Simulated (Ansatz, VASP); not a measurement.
# Bi2Te3: VASP beside Ansatz

```
Bi Te
1.0
     4.46881    0.00000    0.00000
    -2.23441    3.87011    0.00000
     0.00000    0.00000   32.46592
Bi Te
4 6
Direct
  0.66667 0.33333 0.23101
  0.00000 0.00000 0.46539
  0.33333 0.66667 0.53461
  0.66667 0.33333 0.76899
  0.00000 0.00000 0.28619
  0.33333 0.66667 0.34820
  0.66667 0.33333 0.41020
  0.66667 0.33333 0.58980
  0.00000 0.00000 0.65180
  0.33333 0.66667 0.71380
```

Alike in both runs: task single point; functional PBE; k mesh 9 × 9 × 1; occupations gaussian, width 0.1 eV; no spin polarisation.

|  | VASP | Ansatz |
| --- | --- | --- |
| version | VASP 6.6.1 | Ansatz 0.2.0 |
| potentials or method | VASP PAW PBE potentials, release 64 (Bi_d, Te), cutoff 520 eV | scalar-relativistic, plane waves, PAW |
| valence electrons in the cell | 96 | 156 |

Ansatz gave:

```
gap on the k mesh at the Fermi level (eV)  : none
rms of the force components (eV/Å)         : 0.137
work function, face that differs most (eV) : 4.08
```

Question: What did VASP give for the same quantities?

Answer: gap on the k mesh at the Fermi level (eV): none; rms of the force components (eV/Å): 0.134; work function, face that differs most (eV): 4.08.

A gap of «none» marks a metal or a gap that the smearing closes. The functional is the same, so the differences come from potentials, cutoffs and numerics. VASP's potentials hold 96 valence electrons a cell and Ansatz's 156, so a difference there can come from the potentials and not from the codes.

Neither program's run includes spin-orbit coupling.
